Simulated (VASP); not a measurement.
A run of VASP 6.6.1 is set up as follows.

File INCAR:

```
PREC = Accurate
ENCUT = 600
EDIFF = 1E-7
ISMEAR = -1
SIGMA = 0.1
LREAL = F
LASPH = T
NELM = 80
ALGO = Normal
ISIF = 3
LWAVE = F
LCHARG = F
IBRION = 2
NSW = 60
EDIFFG = -0.005
```

Contents of KPOINTS:

```
Automatic mesh
0
Gamma
  17 17 17
```

Contents of POSCAR:

```
Pd
1.0
    0.0000000000      1.9211397313      1.9211397313
    1.9211397313      0.0000000000      1.9211397313
    1.9211397313      1.9211397313      0.0000000000
Pd
1
Direct
    0.0000000000      0.0000000000      0.0000000000
```

Potentials or basis: VASP PAW LDA potentials, release 64 (Pd).

Command:

```console
$ cat potpaw_LDA.64/Pd/POTCAR > POTCAR
$ mpirun -np 1 vasp_std > vasp.out
```

Question: What does it give for the band gap on the k mesh?

Answer: Zero (band 5 reaches 10.56 eV, above the bottom of band 6 at 8.90 eV).

Question: Predict the space group after relaxing (to 0.05 Å).

Answer: Fm-3m (No. 225).

Question: Estimate the relaxed cell.

Answer: a = 2.717 Å, b = 2.717 Å, c = 2.717 Å, α = 60.00°, β = 60.00°, γ = 60.00°.

Final structure:
```xyz
1
Lattice="0.0000 1.9213 1.9213 1.9213 0.0000 1.9213 1.9213 1.9213 0.0000" Properties=species:S:1:pos:R:3 pbc="T T T"
Pd    0.0000    0.0000    0.0000
```
